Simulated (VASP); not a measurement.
# TaN (P6_3mc) in VASP: a series of runs

TaN is run at these levels: LDA; tasks: electric field gradients.

Everything below comes from runs of VASP 6.6.1. Logs are shortened: lines on timing, memory, paths and dates and some standing lists are left out, and cuts for length are marked.

**1. The cell of the first run**

Symmetry: P6_3mc, No. 186, hexagonal system. Conventional cell: a = 2.989 Å, b = 2.989 Å, c = 4.940 Å, α = 90.00°, β = 90.00°, γ = 120.00°. Within 2.4 Å of Ta (site symmetry 3m) lie 4 N at 1.82 to 1.90 Å. N (site symmetry 3m) has 4 Ta at 1.82 to 1.90 Å within 2.4 Å.

**2. Electric field gradients, LDA (equal xx and yy strain of -2 %)**

INCAR

```
SYSTEM = TaN
PREC = Accurate
ENCUT = 520
EDIFF = 1E-8
ISMEAR = -1
SIGMA = 0.03
LREAL = .FALSE.
LASPH = .TRUE.
NELM = 120
ALGO = Normal
ISIF = 2
LWAVE = .FALSE.
LCHARG = .FALSE.
GGA = CA
LEFG = .TRUE.
NBANDS = 24
GGA_COMPAT = .FALSE.
```

KPOINTS

```
regular mesh
0
G
  9 9 5
  0 0 0
```

POSCAR

```
TaN
1.0
    2.9890010687      0.0000000000      0.0000000000
   -1.4945005344      2.5885508575      0.0000000000
    0.0000000000      0.0000000000      4.9400000000
Ta N
2 2
Direct
    0.3333333333      0.6666666667      0.0000000000
    0.6666666667      0.3333333333      0.5000000000
    0.3333333333      0.6666666667      0.3850000000
    0.6666666667      0.3333333333      0.8850000000
```

Potentials or basis: VASP PAW LDA potentials, release 64 (Ta_pv, N).

On the command line:

```
> cat potpaw_LDA.64/Ta_pv/POTCAR potpaw_LDA.64/N/POTCAR > POTCAR
> mpirun -np 1 vasp_std > vasp.out
```

OUTCAR:

```text
SYSTEM = TaN
   PREC = Accurate
   ENCUT = 520
   EDIFF = 1E-8
   ISMEAR = -1
   LREAL = .FALSE.
   LASPH = .TRUE.
   NELM = 120
   ISIF = 2
   GGA = CA

 ion  position               nearest neighbor table
   1  0.333  0.667  0.000-   4 1.82   4 1.82   4 1.82   3 1.90   2 3.01   2 3.01   2 3.01   2 3.01
                             2 3.01   2 3.01
   2  0.667  0.333  0.500-   3 1.82   3 1.82   3 1.82   4 1.90   1 3.01   1 3.01   1 3.01   1 3.01
                             1 3.01   1 3.01
   3  0.333  0.667  0.385-   2 1.82   2 1.82   2 1.82   1 1.90
   4  0.667  0.333  0.885-   1 1.82   1 1.82   1 1.82   2 1.90

  LATTYP: Found a hexagonal cell.
 ALAT       =     2.9890010687
 C/A-ratio  =     1.6527260735

  Lattice vectors:

 A1 = (   2.9890010687,   0.0000000000,   0.0000000000)
 A2 = (  -1.4945005344,   2.5885508575,   0.0000000000)
 A3 = (   0.0000000000,   0.0000000000,   4.9400000000)

Analysis of symmetry for initial positions (statically):
=====================================================================
 Subroutine PRICEL returns:
 Original cell was already a primitive cell.

 Routine SETGRP: Setting up the symmetry group for a
 hexagonal supercell.

 Subroutine GETGRP returns: Found 12 space group operations
 (whereof  6 operations were pure point group operations)
 out of a pool of 24 trial point group operations.

The static configuration has the point symmetry C_3v.
 The point group associated with its full space group is C_6v.

Analysis of symmetry for dynamics (positions and initial velocities):
=====================================================================
 Subroutine PRICEL returns:
 Original cell was already a primitive cell.

 Routine SETGRP: Setting up the symmetry group for a
 hexagonal supercell.

 Subroutine GETGRP returns: Found 12 space group operations
 (whereof  6 operations were pure point group operations)
 out of a pool of 24 trial point group operations.

The dynamic configuration has the point symmetry C_3v.
 The point group associated with its full space group is C_6v.

 Subroutine INISYM returns: Found 12 space group operations
 (whereof  6 operations are pure point group operations),
 and found     1 'primitive' translations

----------------------------------------------------------------------------------------

                                     Primitive cell

  volume of cell :      38.2217

  direct lattice vectors                    reciprocal lattice vectors
     2.989001069  0.000000000  0.000000000     0.334559934  0.193158268  0.000000000
    -1.494500534  2.588550858  0.000000000     0.000000000  0.386316536  0.000000000
     0.000000000  0.000000000  4.940000000     0.000000000  0.000000000  0.202429150

  length of vectors
     2.989001069  2.989001069  4.940000000     0.386316536  0.386316536  0.202429150

  position of ions in fractional coordinates (direct lattice)
     0.333333333  0.666666667  0.000000000
     0.666666667  0.333333333  0.500000000
     0.333333333  0.666666667  0.385000000
     0.666666667  0.333333333  0.885000000

  ion indices of the primitive-cell ions
   primitive index   ion index
                 1           1
                 2           2
                 3           3
                 4           4

----------------------------------------------------------------------------------------

 KPOINTS: regular mesh

Automatic generation of k-mesh.
 Grid dimensions read from file:
 generate k-points for:    9    9    5

 Generating k-lattice:

  Cartesian coordinates                     Fractional coordinates (reciprocal lattice)
[... 44 lines left out ...]
   total plane-waves  NPLWV =  23040
   dimension x,y,z NGX =    24 NGY =   24 NGZ =   40
   dimension x,y,z NGXF=    48 NGYF=   48 NGZF=   80
   ions per type =               2   2
   NGX,Y,Z   is equivalent  to a cutoff of  13.35, 13.35, 13.46 a.u.
   NGXF,Y,Z  is equivalent  to a cutoff of  26.70, 26.70, 26.92 a.u.
 SYSTEM =  TaN
   PREC   = accura    normal or accurate (medium, high low for compatibility)
   ISTART =      0    job   : 0-new  1-cont  2-samecut
   ICHARG =      2    charge: 1-file 2-atom 10-const
   ISPIN  =      1    spin polarized calculation?
   LNONCOLLINEAR =      F non collinear calculations
   LSORBIT =      F    spin-orbit coupling
   LASPH  =      T    aspherical Exc in radial PAW
   ENCUT  =  520.0 eV  38.22 Ry    6.18 a.u.   5.56  5.56  9.19*2*pi/ulx,y,z
   NELM   =    120;   NELMIN=  2; NELMDL= -5     # of ELM steps
   EDIFF  = 0.1E-07   stopping-criterion for ELM
   LREAL  =      F    real-space projection
   EDIFFG = 0.1E-06   stopping-criterion for IOM
   NSW    =      0    number of steps for IOM
   IBRION =     -1    ionic relax: 0-MD 1-quasi-New 2-CG
   NFREE  =      0    steps in history (QN), initial steepest desc. (CG)
   ISIF   =      2    stress and relaxation
   ISYM   =      2    0-nonsym 1-usesym 2-fastsym
   POTIM  = 0.5000    time-step for ionic-motion
   TEBEG  =    0.0;   TEEND  =   0.0 temperature during run
   PSTRESS=    0.0 pullay stress
   NELECT =      32.0000    total number of electrons
   NUPDOWN=      -1.0000    fix difference up-down
   EMIN   =  10.00;   EMAX   =-10.00  energy-range for DOS
   EFERMI =   0.00;   METHOD = LEGACY
   ISMEAR =    -1;   SIGMA  =   0.03  broadening in eV -4-tet -1-fermi 0-gaus
   EFERMI_NEDOS =   21; number of points for ismear=-14 and -15
   IALGO  =     38    algorithm
   IMIX   =      4    mixing-type and parameters
     AMIX     =   0.40;   BMIX     =  1.00
     AMIX_MAG =   1.60;   BMIX_MAG =  1.00
  volume/ion in A,a.u.               =       9.56        64.48
  Fermi-wavevector in a.u.,A,eV,Ry     =   1.542961  2.915773 32.391775  2.380728
  Thomas-Fermi vector in A             =   2.648691
   LORBIT       =      0    0 simple, 1 ext, 2 COOP (PROOUT), +10 PAW based schemes
   GGA     = CA    functional components
   LHFCALC =     F    Hartree Fock is set to
   AEXX    =    0.0000 exact exchange contribution
   IVDW    =     0    specifies the selected vdW correction
   LEPSILON=     F    determine dielectric tensor
   LRPA    =     F    only Hartree local field effects (RPA)
 non-spin polarized calculation
  energy-cutoff  :      520.00
  volume of cell :       38.22
 maximum number of plane-waves:      1051
 NGX is ok and might be reduce to    24
   NGX = 11   NGY = 11   NGZ = 19

 number of electron      31.9999997 magnetization

 Free energy of the ion-electron system (eV)
  ---------------------------------------------------
  ext. energy  EPLUGINS =         0.00000000
  ---------------------------------------------------
  free energy    TOTEN  =       -41.53265443 eV

  energy without entropy =      -41.52704575  energy(sigma->0) =      -41.52985009

 E-fermi :  10.1241     XC(G=0): -13.9892

 val. band max:       10.1091034134   @ k =   0.1111   0.1111   0.4000
 cond. band min:      10.1307108658   @ k =   0.1111   0.0000   0.4000
 fundamental gap:      0.0216074524
 Fermi energy:        10.1240639183

 k-point     1 :       0.0000    0.0000    0.0000
  band No.  band energies     occupation
      1     -25.8800      2.00000
      2     -24.6531      2.00000
      3     -24.6531      2.00000
      4     -24.4498      2.00000
      5     -24.4498      2.00000
      6     -24.3589      2.00000
[... 637 lines left out ...]
     23      18.4070      0.00000
     24      18.4070      0.00000

 [... further k-points ...]

------------------------ aborting loop because EDIFF is reached ----------------------------------------

  FORCE on cell =-STRESS in cart. coord.  units (eV):
  Direction    XX          YY          ZZ          XY          YZ          ZX
  --------------------------------------------------------------------------------------
  -------------------------------------------------------------------------------------
  Total       40.2577546     40.2577546     30.1150829     -0.0000000      0.0000000      0.0000000
  in kB     1687.5257535   1687.5257536   1262.3649379     -0.0000000      0.0000000      0.0000000
  external PRESSURE =    1545.8054817 kB  Pullay stress =       0.0000000 kB

 VOLUME and BASIS-vectors are now :
 -----------------------------------------------------------------------------
  energy-cutoff  :      520.00
  volume of cell :       38.22
      direct lattice vectors                 reciprocal lattice vectors
     2.989001069  0.000000000  0.000000000     0.334559934  0.193158268  0.000000000
    -1.494500534  2.588550858  0.000000000     0.000000000  0.386316536  0.000000000
     0.000000000  0.000000000  4.940000000     0.000000000  0.000000000  0.202429150

 POSITION                                       TOTAL-FORCE (eV/Angst)
 -----------------------------------------------------------------------------------
     -0.00000      1.72570      0.00000        -0.000000     -0.000000      3.508307
      1.49450      0.86285      2.47000         0.000000      0.000000      3.508307
     -0.00000      1.72570      1.90190         0.000000      0.000000     -3.508307
      1.49450      0.86285      4.37190        -0.000000      0.000000     -3.508307
 -----------------------------------------------------------------------------------
    total drift:                               -0.000000      0.000000     -0.000039

  FREE ENERGIE OF THE ION-ELECTRON SYSTEM (eV)
  ---------------------------------------------------
  free  energy   TOTEN  =       -41.5326544315 eV

  energy  without entropy=      -41.5270457479  energy(sigma->0) =      -41.52985009

 Electric field gradients (V/A^2)
---------------------------------------------------------------------
 ion       V_xx      V_yy      V_zz      V_xy      V_xz      V_yz
---------------------------------------------------------------------
   1     -78.457   -78.457   156.913     0.000     0.000    -0.000
   2     -78.457   -78.457   156.913     0.000    -0.000     0.000
   3      -5.596    -5.596    11.192    -0.000     0.000    -0.000
   4      -5.596    -5.596    11.192    -0.000    -0.000     0.000
---------------------------------------------------------------------

 Electric field gradients after diagonalization (V/A^2)
 (convention: |V_zz| > |V_xx| > |V_yy|)
----------------------------------------------------------------------
 ion       V_xx      V_yy      V_zz     asymmetry (V_yy - V_xx)/ V_zz
----------------------------------------------------------------------
   1     -78.457   -78.456   156.913       0.000
   2     -78.457   -78.456   156.913       0.000
   3      -5.596    -5.595    11.192       0.000
   4      -5.596    -5.595    11.192       0.000
----------------------------------------------------------------------

           NMR quadrupolar parameters

 Cq : quadrupolar parameter    Cq=e*Q*V_zz/h
 eta: asymmetry parameters     (V_yy - V_xx)/ V_zz
 Q  : nuclear electric quadrupole moment in mb (millibarn)
----------------------------------------------------------------------
 ion       Cq(MHz)       eta       Q (mb)
----------------------------------------------------------------------
   1       0.379       0.000       1.000
   2       0.379       0.000       1.000
   3       0.027       0.000       1.000
   4       0.027       0.000       1.000
----------------------------------------------------------------------
```

Run time: 12 s. Hardware: 1 thread of Intel Xeon 6975P-C (Granite Rapids), shared host; peak memory 0.16 GiB.

Results:

```
Free energy                             : -41.5327 eV
Pressure                                : 154.6 GPa
Largest force                           : 3.508 eV/Å
Band gap on the k mesh                  : zero (bands 16 and 17 overlap by 2.36 eV)
Largest electric field gradient by atom : Ta +156.9; N +11.2 V/Å²
```

Forces on the atoms (eV/Å):
```
Ta   0.000  0.000  3.508
Ta   0.000  0.000  3.508
N    0.000  0.000 -3.508
N    0.000  0.000 -3.508
```

Electric field gradients, principal values (V/Å²):
| atom | least | middle | greatest (by size) |
| --- | --- | --- | --- |
| 1 Ta | -78.456 | -78.457 | 156.913 |
| 2 Ta | -78.456 | -78.457 | 156.913 |
| 3 N | -5.595 | -5.596 | 11.192 |
| 4 N | -5.595 | -5.596 | 11.192 |

Caveat: the cell differs from its parent crystal (equal xx and yy strain of -2 %); the cell stands under pressure; without QUAD_EFG the Cq values of the log hold for a quadrupole moment of 1 mb, not for the nuclei; spin-orbit coupling is left out, which moves the levels of the heavy elements; forces of over 1 eV/Å act on the atoms, so gaps and moduli don't describe the material at rest.

**3. Electric field gradients, LDA (equal xx and yy strain of -2 %)**

INCAR

```
SYSTEM = TaN
PREC = Accurate
ENCUT = 520
EDIFF = 1E-8
ISMEAR = -1
SIGMA = 0.03
LREAL = .False.
LASPH = .True.
NELM = 120
ALGO = Normal
ISIF = 2
LWAVE = .False.
LCHARG = .False.
LEFG = .True.
NBANDS = 24
GGA_COMPAT = .False.
```

KPOINTS

```
regular mesh
0
Gamma
  9 9 5
  0 0 0
```

POSCAR is that of step 2.

Potentials or basis: VASP PAW LDA potentials, release 64 (Ta_pv, N).

On the command line:

```
> cat potpaw_LDA.64/Ta_pv/POTCAR potpaw_LDA.64/N/POTCAR > POTCAR
> mpirun -np 1 vasp_std > vasp.out
```

OUTCAR:

```text
SYSTEM = TaN
   PREC = Accurate
   ENCUT = 520
   EDIFF = 1E-8
   ISMEAR = -1
   LREAL = .False.
   LASPH = .True.
   NELM = 120
   ISIF = 2

 ion  position               nearest neighbor table
   1  0.333  0.667  0.000-   4 1.82   4 1.82   4 1.82   3 1.90   2 3.01   2 3.01   2 3.01   2 3.01
                             2 3.01   2 3.01
   2  0.667  0.333  0.500-   3 1.82   3 1.82   3 1.82   4 1.90   1 3.01   1 3.01   1 3.01   1 3.01
                             1 3.01   1 3.01
   3  0.333  0.667  0.385-   2 1.82   2 1.82   2 1.82   1 1.90
   4  0.667  0.333  0.885-   1 1.82   1 1.82   1 1.82   2 1.90

  LATTYP: Found a hexagonal cell.
 ALAT       =     2.9890010687
 C/A-ratio  =     1.6527260735

  Lattice vectors:

 A1 = (   2.9890010687,   0.0000000000,   0.0000000000)
 A2 = (  -1.4945005344,   2.5885508575,   0.0000000000)
 A3 = (   0.0000000000,   0.0000000000,   4.9400000000)

Analysis of symmetry for initial positions (statically):
=====================================================================
 Subroutine PRICEL returns:
 Original cell was already a primitive cell.

 Routine SETGRP: Setting up the symmetry group for a
 hexagonal supercell.

 Subroutine GETGRP returns: Found 12 space group operations
 (whereof  6 operations were pure point group operations)
 out of a pool of 24 trial point group operations.

The static configuration has the point symmetry C_3v.
 The point group associated with its full space group is C_6v.

Analysis of symmetry for dynamics (positions and initial velocities):
=====================================================================
 Subroutine PRICEL returns:
 Original cell was already a primitive cell.
[... 819 lines left out ...]

  FORCE on cell =-STRESS in cart. coord.  units (eV):
  Direction    XX          YY          ZZ          XY          YZ          ZX
  --------------------------------------------------------------------------------------
  -------------------------------------------------------------------------------------
  Total       40.2577546     40.2577546     30.1150829     -0.0000000      0.0000000      0.0000000
  in kB     1687.5257535   1687.5257536   1262.3649379     -0.0000000      0.0000000      0.0000000
  external PRESSURE =    1545.8054817 kB  Pullay stress =       0.0000000 kB

 VOLUME and BASIS-vectors are now :
 -----------------------------------------------------------------------------
  energy-cutoff  :      520.00
  volume of cell :       38.22
      direct lattice vectors                 reciprocal lattice vectors
     2.989001069  0.000000000  0.000000000     0.334559934  0.193158268  0.000000000
    -1.494500534  2.588550858  0.000000000     0.000000000  0.386316536  0.000000000
     0.000000000  0.000000000  4.940000000     0.000000000  0.000000000  0.202429150

 POSITION                                       TOTAL-FORCE (eV/Angst)
 -----------------------------------------------------------------------------------
     -0.00000      1.72570      0.00000        -0.000000     -0.000000      3.508307
      1.49450      0.86285      2.47000         0.000000      0.000000      3.508307
     -0.00000      1.72570      1.90190         0.000000      0.000000     -3.508307
      1.49450      0.86285      4.37190        -0.000000      0.000000     -3.508307
 -----------------------------------------------------------------------------------
    total drift:                               -0.000000      0.000000     -0.000039

  FREE ENERGIE OF THE ION-ELECTRON SYSTEM (eV)
  ---------------------------------------------------
  free  energy   TOTEN  =       -41.5326544315 eV

  energy  without entropy=      -41.5270457479  energy(sigma->0) =      -41.52985009

 Electric field gradients (V/A^2)
---------------------------------------------------------------------
 ion       V_xx      V_yy      V_zz      V_xy      V_xz      V_yz
---------------------------------------------------------------------
   1     -78.457   -78.457   156.913     0.000     0.000    -0.000
   2     -78.457   -78.457   156.913     0.000    -0.000     0.000
   3      -5.596    -5.596    11.192    -0.000     0.000    -0.000
   4      -5.596    -5.596    11.192    -0.000    -0.000     0.000
---------------------------------------------------------------------

 Electric field gradients after diagonalization (V/A^2)
 (convention: |V_zz| > |V_xx| > |V_yy|)
----------------------------------------------------------------------
 ion       V_xx      V_yy      V_zz     asymmetry (V_yy - V_xx)/ V_zz
----------------------------------------------------------------------
   1     -78.457   -78.456   156.913       0.000
   2     -78.457   -78.456   156.913       0.000
   3      -5.596    -5.595    11.192       0.000
   4      -5.596    -5.595    11.192       0.000
----------------------------------------------------------------------

           NMR quadrupolar parameters

 Cq : quadrupolar parameter    Cq=e*Q*V_zz/h
 eta: asymmetry parameters     (V_yy - V_xx)/ V_zz
 Q  : nuclear electric quadrupole moment in mb (millibarn)
----------------------------------------------------------------------
 ion       Cq(MHz)       eta       Q (mb)
----------------------------------------------------------------------
   1       0.379       0.000       1.000
   2       0.379       0.000       1.000
   3       0.027       0.000       1.000
   4       0.027       0.000       1.000
----------------------------------------------------------------------
```

stdout:

```text
POSCAR found type information on POSCAR TaN
 POSCAR found :  2 types and       4 ions
 scaLAPACK will be used
 LDA part: xc-table for (Slater(with rela. corr.)+CA(PZ))
 , standard interpolation
 POSCAR, INCAR and KPOINTS ok, starting setup
 FFT: planning ... GRIDC
 FFT: planning ... GRID_SOFT
 FFT: planning ... GRID
 WAVECAR not read
 entering main loop
ion   1

ion   2

ion   3

ion   4
```

Wall time 11 s (1 thread of Intel Xeon 6975P-C (Granite Rapids), shared host); peak memory 0.16 GiB.

Results:

| Property | Result |
| --- | --- |
| Free energy | -41.5327 eV |
| Pressure | 154.6 GPa |
| Largest force | 3.508 eV/Å |
| Band gap on the k mesh | zero (bands 16 and 17 overlap by 2.36 eV) |
| Largest electric field gradient by atom | Ta +156.9; N +11.2 V/Å² |

Forces on the atoms (eV/Å):
```
Ta   0.000  0.000  3.508
Ta   0.000  0.000  3.508
N    0.000  0.000 -3.508
N    0.000  0.000 -3.508
```

Stress tensor (GPa, compression positive):
```
168.75   0.00   0.00
  0.00 168.75   0.00
  0.00   0.00 126.24
```

Levels at points of the mesh, in eV from the Fermi level:
```
           k point  band 12  band 13  band 14  band 15  band 16  band 17  band 18  band 19  band 20  band 21
(0.00, 0.00, 0.00)    -8.14    -8.14    -7.63    -0.81    -0.81    -0.11     2.40     2.75     2.75     4.64
```

Electric field gradients, principal values (V/Å²):
```tsv
atom	least	middle	greatest (by size)
1 Ta	-78.456	-78.457	156.913
2 Ta	-78.456	-78.457	156.913
3 N	-5.595	-5.596	11.192
4 N	-5.595	-5.596	11.192
```

Caveat: the cell differs from its parent crystal (equal xx and yy strain of -2 %); the cell stands under pressure; without QUAD_EFG the Cq values of the log hold for a quadrupole moment of 1 mb, not for the nuclei; spin-orbit coupling is left out, which moves the levels of the heavy elements; forces of over 1 eV/Å act on the atoms, so gaps and moduli don't describe the material at rest.

[end of part 1 of 3]
